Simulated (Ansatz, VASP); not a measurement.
**TiSi2 in VASP and in Ansatz**

INCAR

```
PREC     = Accurate       # precision mode
ENCUT    = 520            # plane-wave cutoff, eV
EDIFF    = 1E-6           # SCF threshold, eV
ISMEAR   = -1             # smearing method
SIGMA    = 0.05           # smearing width, eV
LREAL    = False          # projectors in reciprocal space
LASPH    = True           # aspherical terms in the spheres
NELM     = 150            # most SCF steps
ALGO     = Normal         # electronic algorithm
ISIF     = 2              # what is computed and relaxed
LWAVE    = False          # write WAVECAR
LCHARG   = False          # write CHGCAR
LMAXMIX  = 4              # l up to which the mixer works
LDAU     = True           # DFT+U
LDAUTYPE = 2            
LDAUL    = 2 -1           # shell
LDAUU    = 2 0            # U, eV
LDAUJ    = 0 0          
LDAUPRINT= 1            
NBANDS   = 17             # bands
```

KPOINTS

```
Automatic mesh
0
Gamma
  7 7 10
```

The input POSCAR:

```
TiSi2
1.0
    4.3746400000      0.0000000000      0.0000000000
   -2.1873200000      3.7885500000      0.0000000000
    0.0000000000      0.0000000000      2.5610100000
Ti Si
1 2
Direct
    0.0000000000      0.0000000000      0.0000000000
    0.3333300000      0.6666700000      0.5000000000
    0.6666700000      0.3333300000      0.5000000000
```

Contents of input.yaml:

```yaml
crystal:
  lattice:
    - [4.37464, 0.0, 0.0]
    - [-2.18732, 3.78855, 0.0]
    - [0.0, 0.0, 2.56101]
  atoms:
    - { symbol: Ti, position: [0.0, 0.0, 0.0] }
    - { symbol: Si, position: [0.33333, 0.66667, 0.5] }
    - { symbol: Si, position: [0.66667, 0.33333, 0.5] }
hamiltonian:
  xc: lda
  pseudopotentials: { kind: paw }
  hubbard: { sites: [{ species: Ti, l: d, u_eff: 2.0 }] }
kpoints:
  mp_grid: { grid: [7, 7, 10] }
scf:
  occupations: { method: fermi_dirac, width: 0.05 }
  n_extra_bands: 7
output:
  forces: true
  stress: true
  eigenvalues: true
  dos: { projected: true, de: 0.05, nscf_kmesh: { grid: [11, 11, 15] } }
```

Alike in both runs: functional LDA; k mesh 7 × 7 × 10; occupations fermi-dirac, width 0.05 eV; no spin polarisation; Hubbard terms Ti d U = 2.0 eV.

|  | VASP | Ansatz |
| --- | --- | --- |
| version | VASP 6.6.1 | Ansatz 0.2.0 |
| potentials or method | VASP PAW LDA potentials, release 64 (Ti_sv, Si) | Ansatz PAW |
| plane-wave cutoff (eV) | 520 | 420 |
| valence electrons in the cell | 20 | 20 |
| task | single point | projected density of states |

Ansatz gave:

```
gap on the k mesh at the Fermi level (eV)                     : none
pressure (GPa)                                                : -5.4
traceless stress, the component that is largest in VASP (GPa) : -1.83
```

Q: What did VASP give for the same quantities?

A: gap on the k mesh at the Fermi level (eV): none; pressure (GPa): -4.7; traceless stress, the component that is largest in VASP (GPa): -1.10.

LDA's correlation is that of Perdew and Zunger in VASP and of Perdew and Wang (1992) in Ansatz. The programs project onto different local orbitals, so the same U acts differently, and such runs can settle in different states. A gap of «none» marks a metal or a gap that the smearing closes.
